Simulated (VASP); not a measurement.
Write the native input for VASP 6.6.1 that does the following.

```
Task                   : single point
Functional             : BLYP
Potentials or basis    : VASP PAW PBE potentials, release 64 (Cd, S)
Cutoff                 : 520 eV
k mesh                 : 7 × 7 × 4
Occupations            : fermi-dirac, width 0.05 eV
Spin                   : no spin polarisation
Dipole correction      : no
Further INCAR settings : ALGO = Normal; EDIFF = 1e-06; NBANDS = 26
```

The structure of CdS (Greenockite) lies in POSCAR:

```
CdS
1.0
    4.1221468118      0.0000000000      0.0000000000
   -2.0610734059      3.5698838571      0.0000000000
    0.0000000000      0.0000000000      6.6917838725
Cd S
2 2
Direct
    0.6666666667      0.3333333333      0.5000000000
    0.3333333333      0.6666666667      0.0000000000
    0.6666666667      0.3333333333      0.8750000000
    0.3333333333      0.6666666667      0.3750000000
```

One way to write it, as run:

INCAR

```
SYSTEM = CdS
AGGAC    = 1.0          
AGGAX    = 1.0          
ALDAC    = 0.0          
ALDAX    = 1.0          
ALGO     = Normal         ! electronic algorithm
EDIFF    = 1E-6           ! SCF threshold, eV
ENCUT    = 520            ! plane-wave cutoff, eV
GGA      = B5             ! functional
ISIF     = 2              ! what is computed and relaxed
ISMEAR   = -1             ! smearing method
LASPH    = .TRUE.         ! aspherical terms in the spheres
LCHARG   = .FALSE.        ! write CHGCAR
LREAL    = .FALSE.        ! projectors in reciprocal space
LWAVE    = .FALSE.        ! write WAVECAR
NBANDS   = 26             ! bands
NELM     = 100            ! most SCF steps
PREC     = Accurate       ! precision mode
SIGMA    = 0.05           ! smearing width, eV
```

KPOINTS

```
k-points
0
G
  7 7 4
  0 0 0
```

Potentials or basis: VASP PAW PBE potentials, release 64 (Cd, S).

Command:

```console
$ cat potpaw_PBE.64/Cd/POTCAR potpaw_PBE.64/S/POTCAR > POTCAR
$ mpirun -np 1 vasp_std > vasp.out
```

It gave:

```
Pressure               : 7.2 GPa
Largest force          : 0.072 eV/Å
Band gap on the k mesh : 1.22 eV, direct
```

Caveat: the PAW data sets were made with another functional, which shifts forces and pressure a little.

It took 99 s on 1 thread of Intel Xeon 6975P-C (shared host), peak memory 0.24 GiB.
